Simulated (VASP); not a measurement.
Input of a VASP 6.6.1 run:

The input INCAR:

```
SYSTEM = C
  ALGO = Normal
  EDIFF = 1E-7
  ENCUT = 520
  ISIF = 2
  ISMEAR = -5
  ISPIN = 2
  LASPH = .True.
  LCHARG = .False.
  LORBIT = 11
  LREAL = .False.
  LWAVE = .False.
  MAGMOM = 0.5 0.5
  NBANDS = 15
  NELM = 150
  NUPDOWN = 1.0
  PREC = Accurate
  SIGMA = 0.05
```

File KPOINTS:

```
k-points
0
Gamma
  13 13 13
  0 0 0
```

File POSCAR:

```
C
1.0
    0.0000000000      1.7469644787      1.7469644787
    1.7469644787      0.0000000000      1.7469644787
    1.7469644787      1.7469644787      0.0000000000
C
2
Direct
    0.7500000000      0.7500000000      0.7500000000
    0.5000000000      0.5000000000      0.5000000000
```

Potentials or basis: VASP PAW LDA potentials, release 64 (C).

The run is started by

```bash
$ cat potpaw_LDA.64/C/POTCAR > POTCAR
$ mpirun -np 1 vasp_std > vasp.out
```

Problem. Estimate the pressure.

Solution. 58.2 GPa.

Caveat: the total moment is fixed, so each spin has its own Fermi level.
